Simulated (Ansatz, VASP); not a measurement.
Two plane-wave programs on Rb3TaTe3

```xyz
7
Lattice="6.4482 0.0000 0.0000 0.0000 6.4482 0.0000 0.0000 0.0000 6.4482" Properties=species:S:1:pos:R:3 pbc="T T T"
Rb    0.0000    3.2241    3.2241
Rb    3.2241    0.0000    3.2241
Rb    3.2241    3.2241    0.0000
Ta    3.2241    3.2241    3.2241
Te    0.0000    0.0000    3.2241
Te    3.2241    0.0000    0.0000
Te    0.0000    3.2241    0.0000
```

Change from the starting cell: species swapped into the La3GaBr3 type (Pm-3m, No. 221).

Alike in both runs: task relaxation of cell and atoms; functional PBE; k mesh 4 × 4 × 4; occupations gaussian, width 0.1 eV; no spin polarisation.

```csv
,VASP,Ansatz
version,VASP 6.6.1,Ansatz 0.2.0
potentials or method,"VASP PAW PBE potentials, release 64 (Rb_sv, Ta_pv, Te), cutoff 600 eV","scalar-relativistic, plane waves, PAW"
valence electrons in the cell,56,88
```

|  | VASP | Ansatz | Ansatz less VASP |
| --- | --- | --- | --- |
| gap on the k mesh at the Fermi level, each at its own relaxed structure (eV) | none | none | - |
| relaxed volume (Å³/atom) | 53.54 | 52.66 | -0.880 |
| relaxed cell length with the largest relative difference (Å) | 7.210 | 7.170 | -0.0397 |

A gap of «none» marks a metal or a gap that the smearing closes. VASP's potentials hold 56 valence electrons a cell and Ansatz's 88, so a difference there can come from the potentials and not from the codes.

Spin-orbit coupling is off throughout. Noted on VASP's run: the volume moved by over 15 % at a fixed basis, so the end points are rough.
